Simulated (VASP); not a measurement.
# RbHfCl5 (P4/mmm) in VASP: further runs

Runs on RbHfCl5. Level: PBE. Tasks: single point, relaxation of cell and atoms.

Everything below comes from runs of VASP 6.6.1. Logs are shortened: lines on timing, memory, paths and dates and some standing lists are left out, and cuts for length are marked.

**1. The cell of the first run**

Symmetry: P4/mmm, No. 123, tetragonal system. The conventional cell has a = 4.574 Å, b = 4.574 Å, c = 8.288 Å, α = 90.00°, β = 90.00°, γ = 90.00°. Rb (site symmetry 4/mmm) has 10 Cl at 3.29 to 4.14 Å within 4.3 Å. Hf (site symmetry 4/mmm) has 12 Cl at 2.90 to 3.23 Å within 3.8 Å. Within 3.8 Å of Cl (site symmetry 2mm) lie 2 Hf at 2.90 Å and 7 Cl at 2.90 to 3.56 Å and 2 Rb at 3.29 Å. Within 3.8 Å of Cl (site symmetry 4/mmm) lie 8 Cl at 2.90 Å and 4 Hf at 3.23 Å.

The cell was generated, and may not be a known phase.

**2. Single point, PBE**

Contents of INCAR:

```
PREC = Accurate
ENCUT = 520
EDIFF = 1E-7
ISMEAR = 0
SIGMA = 0.1
LREAL = False
LASPH = True
NELM = 60
ALGO = Normal
ISIF = 2
LWAVE = False
LCHARG = False
GGA = PE
NBANDS = 36
```

Contents of KPOINTS:

```
regular mesh
0
Gamma
  4 4 2
```

Contents of POSCAR:

```
RbHfCl5
1.0
    4.5744710786      0.0000000000      0.0000000000
    0.0000000000      4.5744710786      0.0000000000
    0.0000000000      0.0000000000      8.2876763293
Rb Hf Cl
1 1 5
Direct
    0.0000000000      0.0000000000      0.5000000000
    0.5000000000      0.5000000000      0.0000000000
    0.0000000000      0.5000000000      0.2148609083
    0.0000000000      0.5000000000      0.7851390917
    0.5000000000      0.0000000000      0.2148609083
    0.5000000000      0.0000000000      0.7851390917
    0.0000000000      0.0000000000      0.0000000000
```

Potentials or basis: VASP PAW PBE potentials, release 64 (Rb_sv, Hf_pv, Cl).

Started as:

```sh
> cat potpaw_PBE.64/Rb_sv/POTCAR potpaw_PBE.64/Hf_pv/POTCAR potpaw_PBE.64/Cl/POTCAR > POTCAR
> mpirun -np 1 vasp_std > vasp.out
```

OUTCAR:

```text
PREC = Accurate
   ENCUT = 520
   EDIFF = 1E-7
   ISMEAR = 0
   LREAL = False
   LASPH = True
   NELM = 60
   ISIF = 2
   GGA = PE

 ion  position               nearest neighbor table
   1  0.000  0.000  0.500-   3 3.29   4 3.29   5 3.29   6 3.29   3 3.29   4 3.29   5 3.29   6 3.29
                             7 4.14   7 4.14
   2  0.500  0.500  0.000-   3 2.90   4 2.90   5 2.90   6 2.90   5 2.90   6 2.90   3 2.90   4 2.90
                             7 3.23   7 3.23   7 3.23   7 3.23
   3  0.000  0.500  0.215-   2 2.90   2 2.90   1 3.29   1 3.29
   4  0.000  0.500  0.785-   2 2.90   2 2.90   1 3.29   1 3.29
   5  0.500  0.000  0.215-   2 2.90   2 2.90   1 3.29   1 3.29
   6  0.500  0.000  0.785-   2 2.90   2 2.90   1 3.29   1 3.29
   7  0.000  0.000  0.000-   2 3.23   2 3.23   2 3.23   2 3.23   1 4.14   1 4.14

  LATTYP: Found a simple tetragonal cell.
 ALAT       =     4.5744710786
 C/A-ratio  =     1.8117234073

  Lattice vectors:

 A1 = (   4.5744710786,   0.0000000000,   0.0000000000)
 A2 = (   0.0000000000,   4.5744710786,   0.0000000000)
 A3 = (   0.0000000000,   0.0000000000,   8.2876763293)

Analysis of symmetry for initial positions (statically):
=====================================================================
 Subroutine PRICEL returns:
 Original cell was already a primitive cell.

 Routine SETGRP: Setting up the symmetry group for a
 simple tetragonal supercell.

 Subroutine GETGRP returns: Found 16 space group operations
 (whereof 16 operations were pure point group operations)
 out of a pool of 16 trial point group operations.

The static configuration has the point symmetry D_4h.

Analysis of symmetry for dynamics (positions and initial velocities):
=====================================================================
 Subroutine PRICEL returns:
 Original cell was already a primitive cell.

 Routine SETGRP: Setting up the symmetry group for a
 simple tetragonal supercell.

 Subroutine GETGRP returns: Found 16 space group operations
 (whereof 16 operations were pure point group operations)
 out of a pool of 16 trial point group operations.

The dynamic configuration has the point symmetry D_4h.

 Subroutine INISYM returns: Found 16 space group operations
 (whereof 16 operations are pure point group operations),
 and found     1 'primitive' translations

----------------------------------------------------------------------------------------

                                     Primitive cell

  volume of cell :     173.4261

  direct lattice vectors                    reciprocal lattice vectors
     4.574471079  0.000000000  0.000000000     0.218604508  0.000000000  0.000000000
     0.000000000  4.574471079  0.000000000     0.000000000  0.218604508  0.000000000
     0.000000000  0.000000000  8.287676329     0.000000000  0.000000000  0.120661083

  length of vectors
     4.574471079  4.574471079  8.287676329     0.218604508  0.218604508  0.120661083

  position of ions in fractional coordinates (direct lattice)
     0.000000000  0.000000000  0.500000000
     0.500000000  0.500000000  0.000000000
     0.000000000  0.500000000  0.214860908
     0.000000000  0.500000000  0.785139092
     0.500000000  0.000000000  0.214860908
     0.500000000  0.000000000  0.785139092
     0.000000000  0.000000000  0.000000000

  ion indices of the primitive-cell ions
   primitive index   ion index
                 1           1
                 2           2
                 3           3
                 4           4
                 5           5
                 6           6
                 7           7

----------------------------------------------------------------------------------------

 KPOINTS: regular mesh

Automatic generation of k-mesh.
 Grid dimensions read from file:
 generate k-points for:    4    4    2

 Generating k-lattice:

  Cartesian coordinates                     Fractional coordinates (reciprocal lattice)
     0.054651127  0.000000000  0.000000000     0.250000000  0.000000000  0.000000000
     0.000000000  0.054651127  0.000000000     0.000000000  0.250000000  0.000000000
     0.000000000  0.000000000  0.060330541     0.000000000  0.000000000  0.500000000

  Length of vectors
     0.054651127  0.054651127  0.060330541

  Shift w.r.t. Gamma in fractional coordinates (k-lattice)
     0.000000000  0.000000000  0.000000000

 Subroutine IBZKPT returns following result:
 ===========================================

 Found     12 irreducible k-points:

 Following reciprocal coordinates:
            Coordinates               Weight
  0.000000  0.000000  0.000000      1.000000
  0.250000  0.000000  0.000000      4.000000
  0.500000  0.000000  0.000000      2.000000
  0.250000  0.250000  0.000000      4.000000
  0.500000  0.250000  0.000000      4.000000
  0.500000  0.500000  0.000000      1.000000
  0.000000  0.000000  0.500000      1.000000
  0.250000  0.000000  0.500000      4.000000
  0.500000  0.000000  0.500000      2.000000
  0.250000  0.250000  0.500000      4.000000
  0.500000  0.250000  0.500000      4.000000
  0.500000  0.500000  0.500000      1.000000
   k-points           NKPTS =     12   k-points in BZ     NKDIM =     12   number of bands    NBANDS=     36
   number of dos      NEDOS =    301   number of ions     NIONS =      7
   total plane-waves  NPLWV =  82944
   dimension x,y,z NGX =    36 NGY =   36 NGZ =   64
   dimension x,y,z NGXF=    72 NGYF=   72 NGZF=  128
   ions per type =               1   1   5
   NGX,Y,Z   is equivalent  to a cutoff of  13.08, 13.08, 12.84 a.u.
   NGXF,Y,Z  is equivalent  to a cutoff of  26.17, 26.17, 25.68 a.u.
 SYSTEM =  unknown system
   PREC   = accura    normal or accurate (medium, high low for compatibility)
   ISTART =      0    job   : 0-new  1-cont  2-samecut
   ICHARG =      2    charge: 1-file 2-atom 10-const
   ISPIN  =      1    spin polarized calculation?
   LNONCOLLINEAR =      F non collinear calculations
   LSORBIT =      F    spin-orbit coupling
   LASPH  =      T    aspherical Exc in radial PAW
   ENCUT  =  520.0 eV  38.22 Ry    6.18 a.u.   8.51  8.51 15.41*2*pi/ulx,y,z
   NELM   =     60;   NELMIN=  2; NELMDL= -5     # of ELM steps
   EDIFF  = 0.1E-06   stopping-criterion for ELM
   LREAL  =      F    real-space projection
   EDIFFG = 0.1E-05   stopping-criterion for IOM
   NSW    =      0    number of steps for IOM
   IBRION =     -1    ionic relax: 0-MD 1-quasi-New 2-CG
   NFREE  =      0    steps in history (QN), initial steepest desc. (CG)
   ISIF   =      2    stress and relaxation
   ISYM   =      2    0-nonsym 1-usesym 2-fastsym
   POTIM  = 0.5000    time-step for ionic-motion
   TEBEG  =    0.0;   TEEND  =   0.0 temperature during run
   PSTRESS=    0.0 pullay stress
   NELECT =      54.0000    total number of electrons
   NUPDOWN=      -1.0000    fix difference up-down
   EMIN   =  10.00;   EMAX   =-10.00  energy-range for DOS
   EFERMI =   0.00;   METHOD = LEGACY
   ISMEAR =     0;   SIGMA  =   0.10  broadening in eV -4-tet -1-fermi 0-gaus
   EFERMI_NEDOS =   21; number of points for ismear=-14 and -15
   IALGO  =     38    algorithm
   IMIX   =      4    mixing-type and parameters
     AMIX     =   0.40;   BMIX     =  1.00
     AMIX_MAG =   1.60;   BMIX_MAG =  1.00
  volume/ion in A,a.u.               =      24.78       167.19
  Fermi-wavevector in a.u.,A,eV,Ry     =   1.109604  2.096847 16.751770  1.231220
  Thomas-Fermi vector in A             =   2.246145
   LORBIT       =      0    0 simple, 1 ext, 2 COOP (PROOUT), +10 PAW based schemes
   GGA     = PE    functional components
   LHFCALC =     F    Hartree Fock is set to
   AEXX    =    0.0000 exact exchange contribution
   IVDW    =     0    specifies the selected vdW correction
   LEPSILON=     F    determine dielectric tensor
   LRPA    =     F    only Hartree local field effects (RPA)
 non-spin polarized calculation
 Gauss-broadening in eV      SIGMA  =   0.10
  energy-cutoff  :      520.00
  volume of cell :      173.43
 maximum number of plane-waves:      4685
 NGX is ok and might be reduce to    36
   NGX = 17   NGY = 17   NGZ = 31

 number of electron      54.0000009 magnetization

 Free energy of the ion-electron system (eV)
  ---------------------------------------------------
  ext. energy  EPLUGINS =         0.00000000
  ---------------------------------------------------
  free energy    TOTEN  =       -27.39821544 eV

  energy without entropy =      -27.39678602  energy(sigma->0) =      -27.39750073

 E-fermi :   2.7958     XC(G=0):  -8.8706

 val. band max:        2.6910227758   @ k =   0.5000   0.5000   0.0000
 cond. band min:       2.9155569106   @ k =   0.0000   0.0000   0.0000
 fundamental gap:      0.2245341348
 Fermi energy:         2.7958021689

 k-point     1 :       0.0000    0.0000    0.0000
  band No.  band energies     occupation
      1     -30.8460      2.00000
      2     -30.7961      2.00000
      3     -30.7961      2.00000
      4     -23.3077      2.00000
      5     -13.2848      2.00000
      6     -12.6077      2.00000
[... 28 lines left out ...]
     35       7.8152      0.00000
     36       9.1888      0.00000

 k-point     2 :       0.2500    0.0000    0.0000
  band No.  band energies     occupation
      1     -30.8455      2.00000
      2     -30.7997      2.00000
      3     -30.7959      2.00000
      4     -23.3044      2.00000
      5     -13.0657      2.00000
      6     -12.4743      2.00000
[... 28 lines left out ...]
     35       9.0892      0.00000
     36       9.1642      0.00000

 k-point     3 :       0.5000    0.0000    0.0000
  band No.  band energies     occupation
      1     -30.8449      2.00000
      2     -30.8033      2.00000
      3     -30.7957      2.00000
      4     -23.3011      2.00000
      5     -12.6240      2.00000
      6     -12.3728      2.00000
[... 28 lines left out ...]
     35       8.5635      0.00000
     36       8.9185      0.00000

 k-point     4 :       0.2500    0.2500    0.0000
  band No.  band energies     occupation
      1     -30.8449      2.00000
      2     -30.7995      2.00000
      3     -30.7994      2.00000
      4     -23.3012      2.00000
      5     -12.8685      2.00000
      6     -12.3707      2.00000
[... 28 lines left out ...]
     35       9.4196      0.00000
     36       9.4722      0.00000

 k-point     5 :       0.5000    0.2500    0.0000
  band No.  band energies     occupation
      1     -30.8443      2.00000
      2     -30.8029      2.00000
      3     -30.7992      2.00000
      4     -23.2979      2.00000
      5     -12.4709      2.00000
      6     -12.3081      2.00000
[... 28 lines left out ...]
     35       8.4745      0.00000
     36      10.2316      0.00000

 k-point     6 :       0.5000    0.5000    0.0000
  band No.  band energies     occupation
      1     -30.8438      2.00000
      2     -30.8026      2.00000
      3     -30.8026      2.00000
      4     -23.2947      2.00000
      5     -12.2415      2.00000
      6     -12.2415      2.00000
[... 28 lines left out ...]
     35       9.9279      0.00000
     36       9.9279      0.00000

 k-point     7 :       0.0000    0.0000    0.5000
  band No.  band energies     occupation
      1     -30.8460      2.00000
      2     -30.7961      2.00000
      3     -30.7961      2.00000
      4     -23.3076      2.00000
      5     -13.3089      2.00000
      6     -12.5675      2.00000
[... 28 lines left out ...]
     35       8.3932      0.00000
     36       9.2104      0.00000

 k-point     8 :       0.2500    0.0000    0.5000
  band No.  band energies     occupation
      1     -30.8455      2.00000
      2     -30.7997      2.00000
      3     -30.7959      2.00000
      4     -23.3044      2.00000
      5     -13.0830      2.00000
      6     -12.4487      2.00000
[... 28 lines left out ...]
     35       9.1264      0.00000
     36       9.5578      0.00000

 k-point     9 :       0.5000    0.0000    0.5000
  band No.  band energies     occupation
      1     -30.8449      2.00000
      2     -30.8033      2.00000
      3     -30.7957      2.00000
      4     -23.3011      2.00000
      5     -12.6398      2.00000
      6     -12.3479      2.00000
[... 28 lines left out ...]
     35       8.4109      0.00000
     36       9.4360      0.00000

 k-point    10 :       0.2500    0.2500    0.5000
  band No.  band energies     occupation
      1     -30.8449      2.00000
      2     -30.7995      2.00000
      3     -30.7994      2.00000
      4     -23.3012      2.00000
      5     -12.8775      2.00000
      6     -12.3604      2.00000
[... 28 lines left out ...]
     35       8.7089      0.00000
     36       8.9916      0.00000

 k-point    11 :       0.5000    0.2500    0.5000
  band No.  band energies     occupation
      1     -30.8443      2.00000
      2     -30.8029      2.00000
      3     -30.7992      2.00000
      4     -23.2979      2.00000
      5     -12.4723      2.00000
      6     -12.2829      2.00000
[... 28 lines left out ...]
     35       9.1045      0.00000
     36       9.9008      0.00000

 k-point    12 :       0.5000    0.5000    0.5000
  band No.  band energies     occupation
      1     -30.8438      2.00000
      2     -30.8026      2.00000
      3     -30.8026      2.00000
      4     -23.2947      2.00000
      5     -12.2160      2.00000
      6     -12.2160      2.00000
[... 28 lines left out ...]
     35      10.3244      0.00000
     36      10.3251      0.00000

------------------------ aborting loop because EDIFF is reached ----------------------------------------

  FORCE on cell =-STRESS in cart. coord.  units (eV):
  Direction    XX          YY          ZZ          XY          YZ          ZX
  --------------------------------------------------------------------------------------
  -------------------------------------------------------------------------------------
  Total       -0.4030294     -0.4030294     -0.0725849      0.0000000      0.0000000      0.0000000
  in kB       -3.7233402     -3.7233402     -0.6705676      0.0000000      0.0000000      0.0000000
  external PRESSURE =      -2.7057493 kB  Pullay stress =       0.0000000 kB

 VOLUME and BASIS-vectors are now :
 -----------------------------------------------------------------------------
  energy-cutoff  :      520.00
  volume of cell :      173.43
      direct lattice vectors                 reciprocal lattice vectors
     4.574471079  0.000000000  0.000000000     0.218604508  0.000000000  0.000000000
     0.000000000  4.574471079  0.000000000     0.000000000  0.218604508  0.000000000
     0.000000000  0.000000000  8.287676329     0.000000000  0.000000000  0.120661083

 POSITION                                       TOTAL-FORCE (eV/Angst)
 -----------------------------------------------------------------------------------
      0.00000      0.00000      4.14384         0.000000      0.000000     -0.000000
      2.28724      2.28724      0.00000         0.000000      0.000000     -0.000000
      0.00000      2.28724      1.78070         0.000000      0.000000     -0.041276
      0.00000      2.28724      6.50698        -0.000000     -0.000000      0.041276
      2.28724      0.00000      1.78070         0.000000     -0.000000     -0.041276
      2.28724      0.00000      6.50698         0.000000     -0.000000      0.041276
      0.00000      0.00000      0.00000         0.000000      0.000000     -0.000000
 -----------------------------------------------------------------------------------
    total drift:                                0.000000      0.000000     -0.000000

  FREE ENERGIE OF THE ION-ELECTRON SYSTEM (eV)
  ---------------------------------------------------
  free  energy   TOTEN  =       -27.3982154363 eV

  energy  without entropy=      -27.3967860238  energy(sigma->0) =      -27.39750073
```

Run time: 2.2 min. Hardware: 1 thread of Oxide Virtual Turin-like, shared host; peak memory 0.27 GiB.

Results:

```yaml
Free_energy: -27.3982 eV
Pressure: -0.3 GPa
Largest_force: 0.041 eV/Å
Band_gap_on_the_k_mesh: 0.22 eV (least direct gap 0.49 eV)
```

Forces in eV/Å, atoms in the order of the input:
```
Rb   0.000  0.000  0.000
Hf   0.000  0.000  0.000
Cl   0.000  0.000 -0.041
Cl   0.000  0.000  0.041
Cl   0.000  0.000 -0.041
Cl   0.000  0.000  0.041
Cl   0.000  0.000  0.000
```

Caveat: semilocal functionals underestimate gaps, and a narrow one can read as zero; spin-orbit coupling is left out, which moves the levels of the heavy elements. A k mesh can miss the band edges.

**3. Single point, PBE**

This run uses another cell than the first one, of 25.88 Å³/atom.

Contents of INCAR:

```
SYSTEM = RbHfCl5
ALGO = Normal
EDIFF = 1E-7
ENCUT = 520
GGA = PE
ISIF = 2
ISMEAR = 0
LASPH = .TRUE.
LCHARG = .FALSE.
LREAL = .FALSE.
LWAVE = .FALSE.
NBANDS = 36
NELM = 60
PREC = Accurate
SIGMA = 0.1
```

Contents of KPOINTS:

```
k-points
0
G
  4 4 2
  0 0 0
```

Contents of POSCAR:

```
RbHfCl5
1.0
    4.6914363900      0.0000000000      0.0000000000
    0.0000000000      4.6914363900      0.0000000000
    0.0000000000      0.0000000000      8.2322627300
Rb Hf Cl
1 1 5
Direct
    0.0000000000      0.0000000000      0.5000000000
    0.5000000000      0.5000000000      0.0000000000
    0.0000000000      0.5000000000      0.2839645700
    0.0000000000      0.5000000000      0.7160354300
    0.5000000000      0.0000000000      0.2839645700
    0.5000000000      0.0000000000      0.7160354300
    0.0000000000      0.0000000000      0.0000000000
```

Potentials or basis: VASP PAW PBE potentials, release 64 (Rb_sv, Hf_pv, Cl).

Started as:

```sh
> cat potpaw_PBE.64/Rb_sv/POTCAR potpaw_PBE.64/Hf_pv/POTCAR potpaw_PBE.64/Cl/POTCAR > POTCAR
> mpirun -np 1 vasp_std > vasp.out
```

Run time: 2.3 min. Hardware: 1 thread of Oxide Virtual Turin-like, shared host; peak memory 0.28 GiB.

The run converged. Its results:

| Quantity | Value |
| --- | --- |
| Free energy | -24.2840 eV |
| Pressure | -3.2 GPa |
| Largest force | 2.347 eV/Å |
| Band gap on the k mesh | 0.32 eV (least direct gap 0.49 eV) |

Forces in eV/Å, atoms in the order of the input:
```
Rb   0.000  0.000  0.000
Hf   0.000  0.000  0.000
Cl   0.000  0.000 -2.347
Cl   0.000  0.000  2.347
Cl   0.000  0.000 -2.347
Cl   0.000  0.000  2.347
Cl   0.000  0.000  0.000
```

Stress tensor (GPa, compression positive):
```
-1.38  0.00  0.00
 0.00 -1.38  0.00
 0.00  0.00 -6.91
```

Levels at points of the mesh, in eV from the valence-band top:
| k point | band 23 | band 24 | band 25 | band 26 | band 27 | band 28 | band 29 | band 30 | band 31 | band 32 |
| --- | --- | --- | --- | --- | --- | --- | --- | --- | --- | --- |
| (0.00, 0.00, 0.00) | -0.60 | -0.60 | -0.48 | -0.17 | -0.17 | 0.32 | 0.38 | 0.66 | 1.15 | 1.24 |
| (0.50, 0.00, 0.00) | -1.50 | -1.18 | -1.07 | -0.64 | -0.22 | 0.86 | 1.27 | 1.31 | 1.41 | 1.61 |
| (0.50, 0.50, 0.00) | -0.51 | -0.37 | -0.20 | -0.17 | 0.00 | 0.57 | 0.61 | 1.13 | 1.34 | 1.34 |
| (0.00, 0.00, 0.50) | -0.97 | -0.40 | -0.40 | -0.35 | -0.35 | 0.38 | 0.39 | 1.02 | 1.20 | 1.20 |
| (0.50, 0.00, 0.50) | -1.17 | -1.02 | -1.00 | -0.89 | -0.48 | 0.92 | 1.19 | 1.20 | 1.34 | 1.61 |
| (0.50, 0.50, 0.50) | -0.72 | -0.46 | -0.24 | -0.18 | -0.02 | 0.58 | 0.66 | 1.15 | 1.23 | 1.23 |

Caveat: the stress differs along the axes, from -7 to -1 GPa; semilocal functionals underestimate gaps, and a narrow one can read as zero; spin-orbit coupling is left out, which moves the levels of the heavy elements; forces of over 1 eV/Å act on the atoms, so gaps and moduli don't describe the material at rest. A k mesh can miss the band edges.

(Continued in part 2 of 2.)
